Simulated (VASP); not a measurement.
# Al (Fm-3m) in VASP: further runs, part 2 of 2

VASP 6.6.1.

**3. Single point, PBEsol**

The input, INCAR:

```
SYSTEM = Al
ALGO = Fast
EDIFF = 1E-6
ENCUT = 520
GGA = PS
ISIF = 2
ISMEAR = -1
LASPH = .TRUE.
LCHARG = .FALSE.
LREAL = .FALSE.
LWAVE = .FALSE.
NBANDS = 8
NELM = 60
PREC = Accurate
SIGMA = 0.15
```

The input, KPOINTS:

```
k-points
0
G
  20 20 20
  0 0 0
```

The input, POSCAR:

```
Al
1.0
    0.0000000000      2.0082299298      2.0082299298
    2.0082299298      0.0000000000      2.0082299298
    2.0082299298      2.0082299298      0.0000000000
Al
1
Direct
    0.0000000000      0.0000000000      0.0000000000
```

Potentials or basis: VASP PAW PBE potentials, release 64 (Al).

Launch:

```bash
> cat potpaw_PBE.64/Al/POTCAR > POTCAR
> mpirun -np 1 vasp_std > vasp.out
```

OUTCAR:

```text
SYSTEM = Al
   EDIFF = 1E-6
   ENCUT = 520
   GGA = PS
   ISIF = 2
   ISMEAR = -1
   LASPH = .TRUE.
   LREAL = .FALSE.
   NELM = 60
   PREC = Accurate

 ion  position               nearest neighbor table
   1  0.000  0.000  0.000-

  LATTYP: Found a face centered cubic cell.
 ALAT       =     4.0164598596

  Lattice vectors:

 A1 = (   0.0000000000,   2.0082299298,   2.0082299298)
 A2 = (   2.0082299298,   0.0000000000,   2.0082299298)
 A3 = (   2.0082299298,   2.0082299298,   0.0000000000)

Analysis of symmetry for initial positions (statically):
=====================================================================
 Subroutine PRICEL returns:
 Original cell was already a primitive cell.

 Routine SETGRP: Setting up the symmetry group for a
 face centered cubic supercell.

 Subroutine GETGRP returns: Found 48 space group operations
 (whereof 48 operations were pure point group operations)
 out of a pool of 48 trial point group operations.

The static configuration has the point symmetry O_h .

Analysis of symmetry for dynamics (positions and initial velocities):
=====================================================================
 Subroutine PRICEL returns:
 Original cell was already a primitive cell.

 Routine SETGRP: Setting up the symmetry group for a
 face centered cubic supercell.

 Subroutine GETGRP returns: Found 48 space group operations
 (whereof 48 operations were pure point group operations)
 out of a pool of 48 trial point group operations.

The dynamic configuration has the point symmetry O_h .

 Subroutine INISYM returns: Found 48 space group operations
 (whereof 48 operations are pure point group operations),
 and found     1 'primitive' translations

----------------------------------------------------------------------------------------

                                     Primitive cell

  volume of cell :      16.1983

  direct lattice vectors                    reciprocal lattice vectors
     0.000000000  2.008229930  2.008229930    -0.248975475  0.248975475  0.248975475
     2.008229930  0.000000000  2.008229930     0.248975475 -0.248975475  0.248975475
     2.008229930  2.008229930  0.000000000     0.248975475  0.248975475 -0.248975475

  length of vectors
     2.840066003  2.840066003  2.840066003     0.431238172  0.431238172  0.431238172

  position of ions in fractional coordinates (direct lattice)
     0.000000000  0.000000000  0.000000000

  ion indices of the primitive-cell ions
   primitive index   ion index
                 1           1

----------------------------------------------------------------------------------------

 KPOINTS: k-points

Automatic generation of k-mesh.
 Grid dimensions read from file:
 generate k-points for:   20   20   20

 Generating k-lattice:

  Cartesian coordinates                     Fractional coordinates (reciprocal lattice)
    -0.012448774  0.012448774  0.012448774     0.050000000  0.000000000  0.000000000
     0.012448774 -0.012448774  0.012448774     0.000000000  0.050000000  0.000000000
     0.012448774  0.012448774 -0.012448774     0.000000000  0.000000000  0.050000000

  Length of vectors
     0.021561909  0.021561909  0.021561909

  Shift w.r.t. Gamma in fractional coordinates (k-lattice)
     0.000000000  0.000000000  0.000000000

 Subroutine IBZKPT returns following result:
 ===========================================

 Found    256 irreducible k-points:

 Following reciprocal coordinates:
            Coordinates               Weight
  0.000000  0.000000  0.000000      1.000000
  0.050000  0.000000  0.000000      8.000000
  0.100000  0.000000  0.000000      8.000000
  0.150000  0.000000  0.000000      8.000000
  0.200000  0.000000  0.000000      8.000000
  0.250000  0.000000  0.000000      8.000000
[... 16 lines left out ...]
 -0.400000  0.050000  0.000000     24.000000
 -0.350000  0.050000  0.000000     24.000000
 [... further k-points ...]
   k-points           NKPTS =    256   k-points in BZ     NKDIM =    256   number of bands    NBANDS=      8
   number of dos      NEDOS =    301   number of ions     NIONS =      1
   total plane-waves  NPLWV =  13824
   dimension x,y,z NGX =    24 NGY =   24 NGZ =   24
   dimension x,y,z NGXF=    48 NGYF=   48 NGZF=   48
   ions per type =               1
   NGX,Y,Z   is equivalent  to a cutoff of  14.05, 14.05, 14.05 a.u.
   NGXF,Y,Z  is equivalent  to a cutoff of  28.10, 28.10, 28.10 a.u.
 SYSTEM =  Al
   PREC   = accura    normal or accurate (medium, high low for compatibility)
   ISTART =      0    job   : 0-new  1-cont  2-samecut
   ICHARG =      2    charge: 1-file 2-atom 10-const
   ISPIN  =      1    spin polarized calculation?
   LNONCOLLINEAR =      F non collinear calculations
   LSORBIT =      F    spin-orbit coupling
   LASPH  =      T    aspherical Exc in radial PAW
   ENCUT  =  520.0 eV  38.22 Ry    6.18 a.u.   5.28  5.28  5.28*2*pi/ulx,y,z
   NELM   =     60;   NELMIN=  2; NELMDL= -5     # of ELM steps
   EDIFF  = 0.1E-05   stopping-criterion for ELM
   LREAL  =      F    real-space projection
   EDIFFG = 0.1E-04   stopping-criterion for IOM
   NSW    =      0    number of steps for IOM
   IBRION =     -1    ionic relax: 0-MD 1-quasi-New 2-CG
   NFREE  =      0    steps in history (QN), initial steepest desc. (CG)
   ISIF   =      2    stress and relaxation
   ISYM   =      2    0-nonsym 1-usesym 2-fastsym
   POTIM  = 0.5000    time-step for ionic-motion
   TEBEG  =    0.0;   TEEND  =   0.0 temperature during run
   PSTRESS=    0.0 pullay stress
   NELECT =       3.0000    total number of electrons
   NUPDOWN=      -1.0000    fix difference up-down
   EMIN   =  10.00;   EMAX   =-10.00  energy-range for DOS
   EFERMI =   0.00;   METHOD = LEGACY
   ISMEAR =    -1;   SIGMA  =   0.15  broadening in eV -4-tet -1-fermi 0-gaus
   EFERMI_NEDOS =   21; number of points for ismear=-14 and -15
   IALGO  =     68    algorithm
   IMIX   =      4    mixing-type and parameters
     AMIX     =   0.40;   BMIX     =  1.00
     AMIX_MAG =   1.60;   BMIX_MAG =  1.00
  volume/ion in A,a.u.               =      16.20       109.31
  Fermi-wavevector in a.u.,A,eV,Ry     =   0.933165  1.763426 11.847914  0.870797
  Thomas-Fermi vector in A             =   2.059838
   LORBIT       =      0    0 simple, 1 ext, 2 COOP (PROOUT), +10 PAW based schemes
   GGA     = PS    functional components
   LHFCALC =     F    Hartree Fock is set to
   AEXX    =    0.0000 exact exchange contribution
   IVDW    =     0    specifies the selected vdW correction
   LEPSILON=     F    determine dielectric tensor
   LRPA    =     F    only Hartree local field effects (RPA)
 non-spin polarized calculation
 RMM-DIIS sequential band-by-band and
  energy-cutoff  :      520.00
  volume of cell :       16.20
 maximum number of plane-waves:       448
 NGX is ok and might be reduce to    24
   NGX = 11   NGY = 11   NGZ = 11

 number of electron       3.0000000 magnetization

 Free energy of the ion-electron system (eV)
  ---------------------------------------------------
  ext. energy  EPLUGINS =         0.00000000
  ---------------------------------------------------
  free energy    TOTEN  =        -4.10687850 eV

  energy without entropy =       -4.07709960  energy(sigma->0) =       -4.09198905

 E-fermi :   8.1606     XC(G=0): -10.3244

 val. band max:        8.1406147168   @ k =  -0.4500   0.4500   0.1000
 cond. band min:       8.1612589041   @ k =  -0.4000   0.3500   0.0000
 fundamental gap:      0.0206441873
 Fermi energy:         8.1605759083

 k-point     1 :       0.0000    0.0000    0.0000
  band No.  band energies     occupation
      1      -3.1147      2.00000
      2      20.8402      0.00000
      3      20.8402      0.00000
      4      20.8402      0.00000
      5      22.4723      0.00000
      6      22.4723      0.00000
      7      22.4723      0.00000
      8      24.7617      0.00000

 k-point     2 :       0.0500    0.0000    0.0000
  band No.  band energies     occupation
      1      -3.0459      2.00000
      2      19.5504      0.00000
      3      20.5927      0.00000
      4      20.5927      0.00000
      5      22.8277      0.00000
      6      22.8277      0.00000
      7      22.9835      0.00000
      8      25.4917      0.00000
[... 221 lines left out ...]
 k-point    23 :      -0.4000    0.0500    0.0000
  band No.  band energies     occupation
      1       1.6416      2.00000
      2       6.0256      2.00000
      3      17.7077      0.00000
      4      19.5183      0.00000
      5      20.3072      0.00000
      6      20.9081      0.00000
      7      23.4475      0.00000
      8      25.1792      0.00000

 k-point    24 :      -0.3500    0.0500    0.0000
  band No.  band energies     occupation
      1       0.5964      2.00000
      2       7.5906      1.95623
      3      17.5642      0.00000
      4      20.1423      0.00000
      5      20.1811      0.00000
      6      21.5570      0.00000
      7      23.2482      0.00000
      8      25.8485      0.00000

 [... further k-points ...]
[... 5 lines left out ...]
  --------------------------------------------------------------------------------------
  -------------------------------------------------------------------------------------
  Total        0.0056913      0.0056913      0.0056913     -0.0000000     -0.0000000      0.0000000
  in kB        0.5629311      0.5629311      0.5629311     -0.0000000     -0.0000000      0.0000000
  external PRESSURE =       0.5629311 kB  Pullay stress =       0.0000000 kB

 VOLUME and BASIS-vectors are now :
 -----------------------------------------------------------------------------
  energy-cutoff  :      520.00
  volume of cell :       16.20
      direct lattice vectors                 reciprocal lattice vectors
     0.000000000  2.008229930  2.008229930    -0.248975475  0.248975475  0.248975475
     2.008229930  0.000000000  2.008229930     0.248975475 -0.248975475  0.248975475
     2.008229930  2.008229930  0.000000000     0.248975475  0.248975475 -0.248975475

 POSITION                                       TOTAL-FORCE (eV/Angst)
 -----------------------------------------------------------------------------------
      0.00000      0.00000      0.00000         0.000000     -0.000000     -0.000000
 -----------------------------------------------------------------------------------
    total drift:                                0.000000      0.000000      0.000000

  FREE ENERGIE OF THE ION-ELECTRON SYSTEM (eV)
  ---------------------------------------------------
  free  energy   TOTEN  =        -4.1068784951 eV

  energy  without entropy=       -4.0770995962  energy(sigma->0) =       -4.09198905
```

OSZICAR:

```text
N       E                     dE             d eps       ncg     rms          rms(c)
DAV:   1    -0.276971797720E+01   -0.27697E+01   -0.85324E+02  4128   0.205E+02
DAV:   2    -0.412858438021E+01   -0.13589E+01   -0.13297E+01  5696   0.187E+01
DAV:   3    -0.413565031831E+01   -0.70659E-02   -0.70585E-02  5344   0.150E+00
DAV:   4    -0.413566704839E+01   -0.16730E-04   -0.16730E-04  6448   0.608E-02
DAV:   5    -0.413566708287E+01   -0.34489E-07   -0.34621E-07  5272   0.154E-03    0.142E+00
RMM:   6    -0.411848641072E+01    0.17181E-01   -0.13785E-03  4103   0.183E-01    0.823E-01
RMM:   7    -0.410686011928E+01    0.11626E-01   -0.41516E-03  4381   0.311E-01    0.137E-01
RMM:   8    -0.410687597769E+01   -0.15858E-04   -0.23583E-04  4479   0.917E-02    0.316E-02
RMM:   9    -0.410687977467E+01   -0.37970E-05   -0.34454E-05  4708   0.371E-02    0.153E-02
RMM:  10    -0.410687841958E+01    0.13551E-05   -0.54087E-06  4783   0.139E-02    0.280E-02
RMM:  11    -0.410687849509E+01   -0.75506E-07   -0.10456E-06  4395   0.599E-03
   1 F= -.41068785E+01 E0= -.40919890E+01  d E =-.297789E-01
```

stdout:

```text
POSCAR found type information on POSCAR Al
 POSCAR found :  1 types and       1 ions
 scaLAPACK will be used
 -----------------------------------------------------------------------------
|                                                                             |
|                                                                             |
|     You enforced a specific xc type in the INCAR file but a different       |
|     I HOPE YOU KNOW WHAT YOU ARE DOING!                                     |
|                                                                             |
 -----------------------------------------------------------------------------

 LDA part: xc-table for (Slater+PW92), standard interpolation
 POSCAR, INCAR and KPOINTS ok, starting setup
 FFT: planning ... GRIDC
 FFT: planning ... GRID_SOFT
 FFT: planning ... GRID
 WAVECAR not read
 entering main loop
```

It took 11 s on 1 thread of Intel Xeon 6975P-C (Granite Rapids), shared host; peak memory 0.14 GiB.

What came out:

| Quantity | Value |
| --- | --- |
| Free energy | -4.1069 eV |
| Pressure | 0.1 GPa |

Caveat: the PAW data sets were made with another functional, which shifts forces and pressure a little.

**4. Single point, PBEsol**

The input, INCAR:

```
ALGO = Normal ; EDIFF = 1E-7
ENCUT = 520 ; GGA = PS
ISIF = 2 ; ISMEAR = -1
LASPH = T ; LCHARG = T
LELF = T ; LREAL = F
LVHAR = T ; LWAVE = F
NBANDS = 8 ; NELM = 80
PREC = Accurate ; SIGMA = 0.15
```

The input, KPOINTS:

```
k-points
0
Gamma
  20 20 20
```

POSCAR is that of step 3.

Launch:

```bash
> cat potpaw_PBE.64/Al/POTCAR > POTCAR
> mpirun -np 1 vasp_std > vasp.out
```

It took 12 s on 1 thread of Intel Xeon 6975P-C (Granite Rapids), shared host; peak memory 0.15 GiB.

It converged, with:

```yaml
Free_energy: -4.1069 eV
Pressure: 0.1 GPa
```

Levels at points of the mesh, in eV from the Fermi level:
```
           k point  band 1  band 2  band 3  band 4
(0.00, 0.00, 0.00)  -11.28   12.68   12.68   12.68
(0.50, 0.00, 0.00)   -4.69   -4.42   11.50   11.50
(0.50, 0.50, 0.00)   -2.98   -1.63    5.24    5.66
```

Caveat: the PAW data sets were made with another functional, which shifts forces and pressure a little.

**5. Relaxation of cell and atoms, PBEsol**

The input, INCAR:

```
ALGO = Fast
EDIFF = 1E-6
EDIFFG = -0.001
ENCUT = 600
GGA = PS
IBRION = 2
ISIF = 3
ISMEAR = -1
LASPH = True
LCHARG = False
LREAL = False
LWAVE = False
NELM = 60
NSW = 80
PREC = Accurate
SIGMA = 0.15
```

KPOINTS is that of step 4.

The input, POSCAR:

```
Al
1.0
    0.0000000000      2.0077938131      2.0077938131
    2.0077938131      0.0000000000      2.0077938131
    2.0077938131      2.0077938131      0.0000000000
Al
1
Direct
    0.0000000000      0.0000000000      0.0000000000
```

Potentials or basis: VASP PAW PBE potentials, release 64 (Al).

Launch:

```bash
> cat potpaw_PBE.64/Al/POTCAR > POTCAR
> mpirun -np 1 vasp_std > vasp.out
```

OUTCAR:

```text
EDIFF = 1E-6
   EDIFFG = -0.001
   ENCUT = 600
   GGA = PS
   IBRION = 2
   ISIF = 3
   ISMEAR = -1
   LASPH = True
   LREAL = False
   NELM = 60
   NSW = 80
   PREC = Accurate

 ion  position               nearest neighbor table
   1  0.000  0.000  0.000-

  LATTYP: Found a face centered cubic cell.
 ALAT       =     4.0155876262

  Lattice vectors:

 A1 = (   0.0000000000,   2.0077938131,   2.0077938131)
 A2 = (   2.0077938131,   0.0000000000,   2.0077938131)
 A3 = (   2.0077938131,   2.0077938131,   0.0000000000)

Analysis of symmetry for initial positions (statically):
=====================================================================
 Subroutine PRICEL returns:
 Original cell was already a primitive cell.

[... 280 lines left out ...]

  energy without entropy =       -4.07715704  energy(sigma->0) =       -4.09205515

 E-fermi :   8.1531     XC(G=0): -10.3218

 val. band max:        8.1528266618   @ k =  -0.4000   0.3500   0.0000
 cond. band min:       8.1906421687   @ k =  -0.3500   0.3500   0.0000
 fundamental gap:      0.0378155069
 Fermi energy:         8.1531222927

 k-point     1 :       0.0000    0.0000    0.0000
  band No.  band energies     occupation
      1      -3.1173      2.00000
      2      20.8289      0.00000
      3      20.8289      0.00000
      4      20.8289      0.00000
      5      22.4556      0.00000
[... 177 lines left out ...]
 k-point    24 :      -0.3500    0.0500    0.0000
  band No.  band energies     occupation
      1       0.5921      2.00000
      2       7.5834      1.95617
      3      17.5524      0.00000
      4      20.1273      0.00000
      5      20.1702      0.00000

 [... further k-points ...]

------------------------ aborting loop because EDIFF is reached ----------------------------------------

  FORCE on cell =-STRESS in cart. coord.  units (eV):
  Direction    XX          YY          ZZ          XY          YZ          ZX
  --------------------------------------------------------------------------------------
  -------------------------------------------------------------------------------------
  Total       -0.0000849     -0.0000849     -0.0000849     -0.0000000      0.0000000     -0.0000000
  in kB       -0.0083959     -0.0083959     -0.0083959     -0.0000000      0.0000000     -0.0000000
  external PRESSURE =      -0.0083959 kB  Pullay stress =       0.0000000 kB
[... 16 lines left out ...]
  FREE ENERGIE OF THE ION-ELECTRON SYSTEM (eV)
  ---------------------------------------------------
  free  energy   TOTEN  =        -4.1069532578 eV

  energy  without entropy=       -4.0771570431  energy(sigma->0) =       -4.09205515

 reached required accuracy - stopping structural energy minimisation
```

OSZICAR:

```text
N       E                     dE             d eps       ncg     rms          rms(c)
DAV:   1    -0.170423160910E+01   -0.17042E+01   -0.96626E+02  2630   0.382E+02
DAV:   2    -0.411244785679E+01   -0.24082E+01   -0.22912E+01  3275   0.342E+01
DAV:   3    -0.413564866996E+01   -0.23201E-01   -0.22639E-01  3450   0.380E+00
[... 14 lines left out ...]
RMM:   2    -0.410695316646E+01   -0.72192E-08   -0.20447E-10   428   0.929E-04
   3 F= -.41069532E+01 E0= -.40920535E+01  d E =-.661863E-05
       N       E                     dE             d eps       ncg     rms          rms(c)
DAV:   1    -0.410695324892E+01   -0.89670E-07   -0.73577E-07  1875   0.566E-03    0.710E-04
RMM:   2    -0.410695325775E+01   -0.88352E-08   -0.19375E-09   612   0.104E-03
   4 F= -.41069533E+01 E0= -.40920552E+01  d E =-.670992E-05
```

CONTCAR:

```text
Al
   1.00000000000000
    -0.0000000000000000    2.0086963919745120    2.0086963919745120
     2.0086963919745120   -0.0000000000000000    2.0086963919745120
     2.0086963919745120    2.0086963919745120    0.0000000000000000
  Al
     1
Direct
     0.0000000000000000    0.0000000000000000    0.0000000000000000

  0.00000000E+00  0.00000000E+00  0.00000000E+00
```

Wall time 9.8 s (1 thread of Intel Xeon 6975P-C (Granite Rapids), shared host); peak memory 0.15 GiB.

What came out:

```
Free energy                            : -4.1070 eV
Relaxed volume                         : 16.21 Å³/atom
Relaxed cell                           : a = 2.841 Å, b = 2.841 Å, c = 2.841 Å, α = 60.00°, β = 60.00°, γ = 60.00°
Space group after relaxing (to 0.05 Å) : Fm-3m (No. 225)
Energy gained by relaxing              : 0.0 meV/atom
Ionic steps                            : 4
Pressure after relaxing                : 0.0 GPa
```

Final structure:
```
Al
1.0
     0.00000    2.00870    2.00870
     2.00870    0.00000    2.00870
     2.00870    2.00870    0.00000
Al
1
Direct
  0.00000 0.00000 0.00000
```

Caveat: the PAW data sets were made with another functional, which shifts forces and pressure a little.

**6. Summary**

```tsv
task	level	cell	k mesh	cutoff (eV)	smearing	gap on the mesh (eV)	pressure (GPa)
single point	RPBE	a = 2.839 Å, angles 60.0°, 1 atom	18 × 18 × 18	520	gaussian 0.1 eV	none	2.8
single point	PBEsol	a = 2.840 Å, angles 60.0°, 1 atom	20 × 20 × 20	520	fermi-dirac 0.15 eV	none	0.1
relaxation of cell and atoms	PBEsol	relaxed from a = 2.839 Å, angles 60.0°, 1 atom	20 × 20 × 20	600	fermi-dirac 0.15 eV	none	0.0
```

Alike in all rows: potentials or basis VASP PAW PBE potentials, release 64 (Al); no spin polarisation.

Caveats: the PAW data sets were made with another functional, which shifts forces and pressure a little.

Absolute energies hang on the potentials; compare differences alone.
